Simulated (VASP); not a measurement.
Runs of VASP 6.6.1 on NaI. The structure is that of space group Pm-3m (No. 221), or close to it. The cells are those of the table. 

```csv
level,cell,k mesh,smearing,grid for exact exchange (PRECFOCK),share of exact exchange,screening parameter,gap on the mesh (eV),pressure (GPa)
HSE06,"a = 3.923, b = 3.923, c = 4.041 Å, 2 atoms",4 × 4 × 4,gaussian 0.01 eV,Normal,0.25,0.2079 1/Å,3.23,1.4
HSE06,"a = 4.087 Å, angles 88.7°, 2 atoms",4 × 4 × 4,gaussian 0.01 eV,Normal,0.25,0.2079 1/Å,3.18,-0.4
PBE,"a = 4.087 Å, angles 88.7°, 2 atoms",6 × 6 × 6,fermi-dirac 0.02 eV,-,-,-,2.26,(a)
PBE,"a = 4.142 Å, 2 atoms",6 × 6 × 6,fermi-dirac 0.02 eV,-,-,-,2.20,-0.8
HSE06,"a = 4.142 Å, 2 atoms",4 × 4 × 4,gaussian 0.01 eV,Normal,0.25,0.2079 1/Å,(c),-0.9
r2SCAN,"a = 4.087 Å, angles 88.7°, 2 atoms",6 × 6 × 6,gaussian 0.01 eV,-,-,-,(b),-0.6
r2SCAN,"a = 4.142 Å, 2 atoms",6 × 6 × 6,gaussian 0.01 eV,-,-,-,2.95,-1.1
```

Alike in all rows: task single point; potentials or basis VASP PAW PBE potentials, release 64 (Na_pv, I); no spin polarisation; cutoff (eV) 520.

**Question.** Fill in the values left out.

**Answer.** (a) -0.3; (b) 3.02; (c) 3.12.

Caveats: spin-orbit coupling is left out, which moves the levels of the heavy elements; the PAW data sets were made with another functional, which shifts forces and pressure a little (at least some runs).

A k mesh can miss the band edges, and the runs leave out spin-orbit coupling on I.
